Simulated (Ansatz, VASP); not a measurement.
## Se: VASP beside Ansatz

INCAR

```
SYSTEM = Se
PREC     = Accurate       ! precision mode
ENCUT    = 520            ! plane-wave cutoff, eV
EDIFF    = 1E-6           ! SCF threshold, eV
ISMEAR   = -1             ! smearing method
SIGMA    = 0.08           ! smearing width, eV
LREAL    = .False.        ! projectors in reciprocal space
LASPH    = .True.         ! aspherical terms in the spheres
NELM     = 80             ! most SCF steps
ALGO     = Normal         ! electronic algorithm
ISIF     = 2              ! what is computed and relaxed
LWAVE    = .False.        ! write WAVECAR
LCHARG   = .True.         ! write CHGCAR
LELF     = .True.         ! ELF
LVHAR    = .True.       
NBANDS   = 13             ! bands
```

File KPOINTS:

```
Automatic mesh
0
Gamma
  11 11 11
  0 0 0
```

The input POSCAR:

```
Se
1.0
    0.0000000000      2.4803038020      2.4803038020
    2.4803038020      0.0000000000      2.4803038020
    2.4803038020      2.4803038020      0.0000000000
Se
2
Direct
   -0.1250000000     -0.1250000000     -0.1250000000
    0.1250000000      0.1250000000      0.1250000000
```

Input for Ansatz:

```yaml
crystal:
  lattice:
    - [0.0, 2.480303802, 2.480303802]
    - [2.480303802, 0.0, 2.480303802]
    - [2.480303802, 2.480303802, 0.0]
  atoms:
    - { symbol: Se, position: [-0.125, -0.125, -0.125] }
    - { symbol: Se, position: [0.125, 0.125, 0.125] }
kpoints:
  mp_grid: { grid: [11, 11, 11] }
scf:
  occupations: { method: fermi_dirac, width: 0.08 }
hamiltonian:
  xc: lda
  pseudopotentials: { kind: paw }
output:
  forces: true
  stress: true
  eigenvalues: true
  populations: true
```

Change from the starting cell: volume scaled by 0.52, PAW files.

Alike in both runs: task single point; functional LDA; k mesh 11 × 11 × 11; occupations fermi-dirac, width 0.08 eV; no spin polarisation.

```csv
,VASP,Ansatz
version,VASP 6.6.1,Ansatz 0.2.0
potentials or method,"VASP PAW LDA potentials, release 64 (Se)","PAW with Ansatz's default frozen-core files, scalar-relativistic"
plane-wave cutoff (eV),520,420
valence electrons in the cell,12,32
```

```tsv
	VASP	Ansatz	Ansatz less VASP
pressure (GPa)	111.1	109.0	-2.10
```

LDA's correlation is that of Perdew and Zunger in VASP and of Perdew and Wang (1992) in Ansatz. Both programs put the cell under a high pressure, so it lies far from rest at this level. VASP's potentials hold 12 valence electrons a cell and Ansatz's 32, so a difference there can come from the potentials and not from the codes.

Noted on VASP's run: the cell as given lies far from equilibrium.
